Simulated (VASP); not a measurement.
# SnSe2 (Fm-3m) in VASP: notebook, part 2 of 2

VASP 6.6.1. Earlier steps stand in the parts before.

### Step 4. Single point, PBEsol

Input file INCAR:

```
PREC = Accurate
ENCUT = 520
EDIFF = 1E-7
ISMEAR = 1
SIGMA = 0.05
LREAL = False
LASPH = True
NELM = 60
ALGO = Normal
ISIF = 2
LWAVE = False
LCHARG = False
GGA = PS
NBANDS = 20
```

Input file KPOINTS:

```
Automatic mesh
0
Gamma
  4 4 4
```

Input file POSCAR:

```
SnSe2
1.0
    0.0000000000      3.4068553633      3.4068553633
    3.4068553633      0.0000000000      3.4068553633
    3.4068553633      3.4068553633      0.0000000000
Sn Se
1 2
Direct
    0.0000000000      0.0000000000      0.0000000000
    0.2500000000      0.2500000000      0.2500000000
    0.7500000000      0.7500000000      0.7500000000
```

Potentials or basis: VASP PAW PBE potentials, release 64 (Sn_d, Se).

The run is started by

```console
cat potpaw_PBE.64/Sn_d/POTCAR potpaw_PBE.64/Se/POTCAR > POTCAR
mpirun -np 1 vasp_std > vasp.out
```

OUTCAR:

```text
PREC = Accurate
   ENCUT = 520
   EDIFF = 1E-7
   ISMEAR = 1
   LREAL = False
   LASPH = True
   NELM = 60
   ISIF = 2
   GGA = PS

 ion  position               nearest neighbor table
   1  0.000  0.000  0.000-   3 2.95   3 2.95   3 2.95   2 2.95   3 2.95   2 2.95   2 2.95   2 2.95

   2  0.250  0.250  0.250-   1 2.95   1 2.95   1 2.95   1 2.95
   3  0.750  0.750  0.750-   1 2.95   1 2.95   1 2.95   1 2.95

  LATTYP: Found a face centered cubic cell.
 ALAT       =     6.8137107266

  Lattice vectors:

 A1 = (   0.0000000000,   3.4068553633,   3.4068553633)
 A2 = (   3.4068553633,   0.0000000000,   3.4068553633)
 A3 = (   3.4068553633,   3.4068553633,   0.0000000000)

Analysis of symmetry for initial positions (statically):
=====================================================================
 Subroutine PRICEL returns:
 Original cell was already a primitive cell.

 Routine SETGRP: Setting up the symmetry group for a
 face centered cubic supercell.

 Subroutine GETGRP returns: Found 48 space group operations
 (whereof 48 operations were pure point group operations)
 out of a pool of 48 trial point group operations.

The static configuration has the point symmetry O_h .

Analysis of symmetry for dynamics (positions and initial velocities):
=====================================================================
 Subroutine PRICEL returns:
 Original cell was already a primitive cell.

 Routine SETGRP: Setting up the symmetry group for a
 face centered cubic supercell.

 Subroutine GETGRP returns: Found 48 space group operations
 (whereof 48 operations were pure point group operations)
 out of a pool of 48 trial point group operations.

The dynamic configuration has the point symmetry O_h .

 Subroutine INISYM returns: Found 48 space group operations
 (whereof 48 operations are pure point group operations),
[... 95 lines left out ...]
   EFERMI =   0.00;   METHOD = LEGACY
   ISMEAR =     1;   SIGMA  =   0.05  broadening in eV -4-tet -1-fermi 0-gaus
   EFERMI_NEDOS =   21; number of points for ismear=-14 and -15
   IALGO  =     38    algorithm
   IMIX   =      4    mixing-type and parameters
     AMIX     =   0.40;   BMIX     =  1.00
     AMIX_MAG =   1.60;   BMIX_MAG =  1.00
  volume/ion in A,a.u.               =      26.36       177.90
  Fermi-wavevector in a.u.,A,eV,Ry     =   1.129888  2.135180 17.369851  1.276648
  Thomas-Fermi vector in A             =   2.266583
   LORBIT       =      0    0 simple, 1 ext, 2 COOP (PROOUT), +10 PAW based schemes
   GGA     = PS    functional components
   LHFCALC =     F    Hartree Fock is set to
   AEXX    =    0.0000 exact exchange contribution
   IVDW    =     0    specifies the selected vdW correction
   LEPSILON=     F    determine dielectric tensor
   LRPA    =     F    only Hartree local field effects (RPA)
 non-spin polarized calculation
 Methfessel and Paxton  Order N= 1 SIGMA  =   0.05
  energy-cutoff  :      520.00
  volume of cell :       79.08
 maximum number of plane-waves:      2148
   NGX = 17   NGY = 17   NGZ = 17

 number of electron      26.0000002 magnetization

 Free energy of the ion-electron system (eV)
  ---------------------------------------------------
  ext. energy  EPLUGINS =         0.00000000
  ---------------------------------------------------
  free energy    TOTEN  =       -11.67287891 eV

  energy without entropy =      -11.66709293  energy(sigma->0) =      -11.67095025

 E-fermi :   4.3638     XC(G=0):  -9.6453

 val. band max:        4.3550311692   @ k =   0.5000   0.2500   0.0000
 cond. band min:       4.3893562269   @ k =  -0.2500   0.2500   0.0000
 fundamental gap:      0.0343250577
 Fermi energy:         4.3638229135

 k-point     1 :       0.0000    0.0000    0.0000
  band No.  band energies     occupation
      1     -16.8419      2.00000
      2     -16.8419      2.00000
      3     -16.8419      2.00000
      4     -16.8233      2.00000
      5     -16.8233      2.00000
      6      -9.6667      2.00000
[... 173 lines left out ...]
     19      13.2672      0.00000
     20      13.2672      0.00000

------------------------ aborting loop because EDIFF is reached ----------------------------------------

  FORCE on cell =-STRESS in cart. coord.  units (eV):
  Direction    XX          YY          ZZ          XY          YZ          ZX
  --------------------------------------------------------------------------------------
  -------------------------------------------------------------------------------------
  Total       -0.5446826     -0.5446826     -0.5446826     -0.0000000      0.0000000      0.0000000
  in kB      -11.0347626    -11.0347626    -11.0347626     -0.0000000      0.0000000      0.0000000
  external PRESSURE =     -11.0347626 kB  Pullay stress =       0.0000000 kB

 VOLUME and BASIS-vectors are now :
 -----------------------------------------------------------------------------
  energy-cutoff  :      520.00
  volume of cell :       79.08
      direct lattice vectors                 reciprocal lattice vectors
     0.000000000  3.406855363  3.406855363    -0.146762908  0.146762908  0.146762908
     3.406855363  0.000000000  3.406855363     0.146762908 -0.146762908  0.146762908
     3.406855363  3.406855363  0.000000000     0.146762908  0.146762908 -0.146762908

 POSITION                                       TOTAL-FORCE (eV/Angst)
 -----------------------------------------------------------------------------------
      0.00000      0.00000      0.00000        -0.000000     -0.000000     -0.000000
      1.70343      1.70343      1.70343        -0.000000     -0.000000     -0.000000
      5.11028      5.11028      5.11028         0.000000      0.000000      0.000000
 -----------------------------------------------------------------------------------
    total drift:                               -0.000000      0.000000      0.000000

  FREE ENERGIE OF THE ION-ELECTRON SYSTEM (eV)
  ---------------------------------------------------
  free  energy   TOTEN  =       -11.6728789138 eV

  energy  without entropy=      -11.6670929255  energy(sigma->0) =      -11.67095025
```

OSZICAR:

```text
N       E                     dE             d eps       ncg     rms          rms(c)
DAV:   1     0.203413098859E+03    0.20341E+03   -0.12221E+04   320   0.150E+03
DAV:   2     0.109885119487E+02   -0.19242E+03   -0.18622E+03   344   0.376E+02
DAV:   3    -0.109416353791E+02   -0.21930E+02   -0.21380E+02   404   0.113E+02
DAV:   4    -0.118353132019E+02   -0.89368E+00   -0.88882E+00   372   0.223E+01
DAV:   5    -0.118569053697E+02   -0.21592E-01   -0.21588E-01   416   0.373E+00    0.393E+00
DAV:   6    -0.116760946282E+02    0.18081E+00   -0.39192E-01   400   0.580E+00    0.237E+00
DAV:   7    -0.116739918560E+02    0.21028E-02   -0.39486E-02   352   0.105E+00    0.109E+00
DAV:   8    -0.116729902322E+02    0.10016E-02   -0.62903E-03   412   0.697E-01    0.124E-01
DAV:   9    -0.116728010696E+02    0.18916E-03   -0.16592E-03   408   0.382E-01    0.531E-02
DAV:  10    -0.116728812719E+02   -0.80202E-04   -0.35141E-04   336   0.170E-01    0.221E-02
DAV:  11    -0.116728756468E+02    0.56251E-05   -0.66573E-05   344   0.733E-02    0.661E-03
DAV:  12    -0.116728788134E+02   -0.31666E-05   -0.15205E-05   348   0.201E-02    0.312E-03
DAV:  13    -0.116728789184E+02   -0.10506E-06   -0.77920E-07   336   0.631E-03    0.183E-03
DAV:  14    -0.116728789138E+02    0.46880E-08   -0.10828E-07   264   0.168E-03
   1 F= -.11672879E+02 E0= -.11670950E+02  d E =-.578599E-02
```

It took 8.4 s on 1 thread of Intel Xeon Platinum 8481C at 2.70GHz (Sapphire Rapids), shared host; peak memory 0.2 GiB.

Results:

```
Free energy            : -11.6729 eV
Pressure               : -1.1 GPa
Band gap on the k mesh : zero (band 13 reaches 4.82 eV, above the bottom of band 14 at 2.94 eV)
```

Caveat: the k points lie up to 0.40 Å⁻¹ apart; the PAW data sets were made with another functional, which shifts forces and pressure a little; spin-orbit coupling is left out, which moves the levels of the heavy elements.

### Step 5. Single point, PBEsol

Input file INCAR:

```
SYSTEM = SnSe2
PREC     = Accurate       ! precision mode
ENCUT    = 520            ! plane-wave cutoff, eV
EDIFF    = 1E-6           ! SCF threshold, eV
ISMEAR   = 1              ! smearing method
SIGMA    = 0.2            ! smearing width, eV
LREAL    = .FALSE.        ! projectors in reciprocal space
LASPH    = .TRUE.         ! aspherical terms in the spheres
NELM     = 60             ! most SCF steps
ALGO     = Normal         ! electronic algorithm
ISIF     = 2              ! what is computed and relaxed
LWAVE    = .FALSE.        ! write WAVECAR
LCHARG   = .FALSE.        ! write CHGCAR
GGA      = PS             ! functional
NBANDS   = 20             ! bands
```

Input file KPOINTS:

```
Automatic mesh
0
G
  4 4 4
  0 0 0
```

POSCAR is that of step 4.

The run is started by

```console
cat potpaw_PBE.64/Sn_d/POTCAR potpaw_PBE.64/Se/POTCAR > POTCAR
mpirun -np 1 vasp_std > vasp.out
```

Wall time 7.7 s (1 thread of Intel Xeon Platinum 8481C at 2.70GHz (Sapphire Rapids), shared host); peak memory 0.2 GiB.

It converged, with:

| Property | Result |
| --- | --- |
| Free energy | -11.6892 eV |
| Pressure | -1.3 GPa |
| Band gap on the k mesh | zero (band 13 reaches 4.84 eV, above the bottom of band 14 at 2.95 eV) |

Levels at points of the mesh, in eV from the Fermi level:
| k point | band 10 | band 11 | band 12 | band 13 | band 14 | band 15 | band 16 | band 17 |
| --- | --- | --- | --- | --- | --- | --- | --- | --- |
| (0.00, 0.00, 0.00) | -2.81 | -2.81 | -1.42 | -1.42 | -1.42 | 2.00 | 2.00 | 2.00 |
| (0.50, 0.00, 0.00) | -3.15 | -2.91 | -2.02 | -2.02 | 1.14 | 4.08 | 4.08 | 5.60 |
| (0.50, 0.50, 0.00) | -4.61 | -1.22 | 0.26 | 0.26 | 0.76 | 2.60 | 5.40 | 5.40 |

Caveat: the k points lie up to 0.40 Å⁻¹ apart; the PAW data sets were made with another functional, which shifts forces and pressure a little; spin-orbit coupling is left out, which moves the levels of the heavy elements.

### Step 6. Single point, PBEsol

Input file INCAR:

```
SYSTEM = SnSe2
ALGO = Normal ; EDIFF = 1E-6
ENCUT = 520 ; GGA = PS
ISIF = 2 ; ISMEAR = -1
LASPH = .True. ; LCHARG = .False.
LREAL = .False. ; LWAVE = .False.
NBANDS = 20 ; NELM = 60
PREC = Accurate ; SIGMA = 0.5
```

Input file KPOINTS:

```
k-points
0
Gamma
  4 4 4
  0 0 0
```

POSCAR is that of step 5.

Potentials or basis: VASP PAW PBE potentials, release 64 (Sn_d, Se).

The run is started by

```console
cat potpaw_PBE.64/Sn_d/POTCAR potpaw_PBE.64/Se/POTCAR > POTCAR
mpirun -np 1 vasp_std > vasp.out
```

Run time: 7.7 s. Hardware: 1 thread of Intel Xeon Platinum 8481C at 2.70GHz (Sapphire Rapids), shared host; peak memory 0.2 GiB.

Results (log left out):

```yaml
Free_energy: -12.7170 eV
Pressure: 0.9 GPa
Band_gap_on_the_k_mesh: zero (band 13 reaches 4.83 eV, above the bottom of band 14 at 2.95 eV)
```

Levels at points of the mesh, in eV from the Fermi level:
```
           k point  band 11  band 12  band 13  band 14  band 15  band 16
(0.00, 0.00, 0.00)    -2.95    -1.56    -1.56    -1.56     1.87     1.87
(0.50, 0.00, 0.00)    -3.05    -2.17    -2.17     1.00     3.95     3.95
(0.50, 0.50, 0.00)    -1.36     0.11     0.11     0.62     2.47     5.27
```

Caveat: the k points lie up to 0.40 Å⁻¹ apart; the PAW data sets were made with another functional, which shifts forces and pressure a little; spin-orbit coupling is left out, which moves the levels of the heavy elements.

### Step 7. Single point, PBEsol

Input file INCAR:

```
SYSTEM = SnSe2
ALGO = Normal ; EDIFF = 1E-6
ENCUT = 520 ; GGA = PS
ISIF = 2 ; ISMEAR = 1
LASPH = .TRUE. ; LCHARG = .FALSE.
LREAL = .FALSE. ; LWAVE = .FALSE.
NBANDS = 20 ; NELM = 80
PREC = Accurate ; SIGMA = 0.001
```

Input file KPOINTS:

```
k-points
0
G
  4 4 4
  0 0 0
```

POSCAR is that of step 6.

The run is started by

```console
cat potpaw_PBE.64/Sn_d/POTCAR potpaw_PBE.64/Se/POTCAR > POTCAR
mpirun -np 1 vasp_std > vasp.out
```

It took 7.8 s on 1 thread of Intel Xeon Platinum 8481C at 2.70GHz (Sapphire Rapids), shared host; peak memory 0.2 GiB.

Results (log left out):

| Quantity | Value |
| --- | --- |
| Free energy | -11.6686 eV |
| Pressure | -1.0 GPa |
| Band gap on the k mesh | zero (band 13 reaches 4.80 eV, above the bottom of band 14 at 2.93 eV) |

Levels at points of the mesh, in eV from the Fermi level:
| k point | band 9 | band 10 | band 11 | band 12 | band 13 | band 14 | band 15 | band 16 | band 17 | band 18 |
| --- | --- | --- | --- | --- | --- | --- | --- | --- | --- | --- |
| (0.00, 0.00, 0.00) | -2.82 | -2.82 | -2.82 | -1.42 | -1.42 | -1.42 | 2.02 | 2.02 | 2.02 | 5.95 |
| (0.50, 0.00, 0.00) | -3.15 | -3.15 | -2.91 | -2.03 | -2.03 | 1.14 | 4.10 | 4.10 | 5.62 | 6.62 |
| (0.50, 0.50, 0.00) | -4.61 | -4.61 | -1.21 | 0.24 | 0.24 | 0.75 | 2.62 | 5.42 | 5.42 | 6.49 |

Caveat: the k points lie up to 0.40 Å⁻¹ apart; the PAW data sets were made with another functional, which shifts forces and pressure a little; spin-orbit coupling is left out, which moves the levels of the heavy elements.

### Step 8. Overview

```csv
smearing,gap on the mesh (eV),pressure (GPa)
fermi-dirac 0.02 eV,none,-1.1
methfessel-paxton 0.5 eV,none,-1.2
methfessel-paxton 0.05 eV,none,-1.1
methfessel-paxton 0.2 eV,none,-1.3
fermi-dirac 0.5 eV,none,0.9
methfessel-paxton 0.001 eV,none,-1.0
```

Alike in all rows: task single point; level PBEsol; potentials or basis VASP PAW PBE potentials, release 64 (Sn_d, Se); no spin polarisation; cell as given; k mesh 4 × 4 × 4; cutoff (eV) 520.

Caveats: all runs use coarse meshes; the PAW data sets were made with another functional, which shifts forces and pressure a little; spin-orbit coupling is left out, which moves the levels of the heavy elements.

Total energies depend on the potentials used, so only differences within one code and one set of settings carry meaning.
